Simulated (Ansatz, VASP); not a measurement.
Sn in VASP and in Ansatz

```xyz
10
Lattice="3.1229 0.0000 0.0000 0.0000 5.7887 0.0000 0.0000 0.0000 26.5773" Properties=species:S:1:pos:R:3 pbc="T T T"
Sn    1.5614    2.8943    7.5000
Sn    0.7807    0.0000    7.5000
Sn    0.0000    0.0000   10.3943
Sn    2.3421    2.8943   10.3943
Sn    1.5614    2.8943   13.2887
Sn    0.7807    0.0000   13.2887
Sn    0.0000    0.0000   16.1830
Sn    2.3421    2.8943   16.1830
Sn    1.5614    2.8943   19.0773
Sn    0.7807    0.0000   19.0773
```

Alike in both runs: task single point; functional LDA; k mesh 11 × 6 × 1; occupations gaussian, width 0.1 eV; no spin polarisation.

|  | VASP | Ansatz |
| --- | --- | --- |
| version | VASP 6.6.1 | Ansatz 0.2.0 |
| potentials or method | VASP PAW LDA potentials, release 64 (Sn_d), cutoff 520 eV | scalar-relativistic, plane waves, PAW |
| valence electrons in the cell | 140 | 140 |

```csv
,VASP,Ansatz,Ansatz less VASP
gap on the k mesh at the Fermi level (eV),none,none,-
rms of the force components (eV/Å),0.031,0.032,+0.0011
```

LDA's correlation is that of Perdew and Zunger in VASP and of Perdew and Wang (1992) in Ansatz. Atom by atom the forces differ by 0.002 eV/Å (rms over components). A gap of «none» marks a metal or a gap that the smearing closes. Ansatz's warnings: xc potential rough in thin density.
